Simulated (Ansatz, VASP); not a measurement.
Ti in VASP and in Ansatz

```
Ti
1.0
     0.00000    1.97925    2.13150
     1.97925    0.00000    2.13150
     1.97925    1.97925    0.00000
Ti
1
Direct
  0.00000 0.00000 0.00000
```

Change from the starting cell: strain -0.025 along x and y, +0.050 along z, atoms carried along.

Alike in both runs: task single point; functional r2SCAN; k mesh 20 × 20 × 20; occupations gaussian, width 0.15 eV; no spin polarisation.

```csv
,VASP,Ansatz
version,VASP 6.6.1,Ansatz 0.2.0
potentials or method,"VASP PAW PBE potentials, release 64 (Ti_sv), cutoff 520 eV","scalar-relativistic, plane waves, PAW"
valence electrons in the cell,12,12
```

```tsv
	VASP	Ansatz	Ansatz less VASP
gap on the k mesh at the Fermi level (eV)	none	none	-
pressure (GPa)	4.9	4.5	-0.39
traceless stress, the component that is largest in VASP (GPa)	-1.46	-1.44	+0.026
```

VASP's potentials were made for PBE, not for r2SCAN. A gap of «none» marks a metal or a gap that the smearing closes.
